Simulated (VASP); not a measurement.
## C: single point with r2SCAN+D3(BJ)

C:

```
C
1.0
     2.45600    0.00000    0.00000
    -1.22800    2.12696    0.00000
     0.00000    0.00000    6.69600
C
4
Direct
  0.00000 0.00000 0.75000
  0.00000 0.00000 0.25000
  0.33333 0.66667 0.75000
  0.66667 0.33333 0.25000
```

- Program: VASP 6.6.1
- Task: single point
- Functional: r2SCAN
- Dispersion: D3(BJ)
- Potentials or basis: VASP PAW PBE potentials, release 64 (C)
- Cutoff: 520 eV
- k mesh: 9 × 9 × 4
- Occupations: gaussian, width 0.1 eV
- Spin: no spin polarisation
- Dipole correction: no
- Further INCAR settings: ALGO = Normal; EDIFF = 1e-07; NBANDS = 16

```yaml
Pressure: 0.6 GPa
Band_gap_on_the_k_mesh: zero (band 8 reaches 4.71 eV, above the bottom of band 9 at 4.68 eV)
Dispersion_energy_per_atom: -0.076 eV
```

Stress tensor (GPa, compression positive):
```
 0.95  0.00  0.00
 0.00  0.95  0.00
 0.00  0.00 -0.09
```

Levels at points of the mesh, in eV from the Fermi level:
| k point | band 5 | band 6 | band 7 | band 8 | band 9 | band 10 | band 11 | band 12 |
| --- | --- | --- | --- | --- | --- | --- | --- | --- |
| (0.00, 0.00, 0.00) | -3.19 | -3.19 | -3.17 | -3.17 | 4.48 | 8.73 | 8.73 | 8.78 |
| (0.00, 0.00, 0.50) | -3.18 | -3.18 | -3.18 | -3.18 | 7.27 | 7.27 | 8.76 | 8.76 |

Wall time 47 s on 1 thread of Intel(R) Xeon(R) Platinum 8488C (Sapphire Rapids) (shared host), peak memory 0.16 GiB.

Caveat: the PAW data sets were made with another functional, which shifts forces and pressure a little.
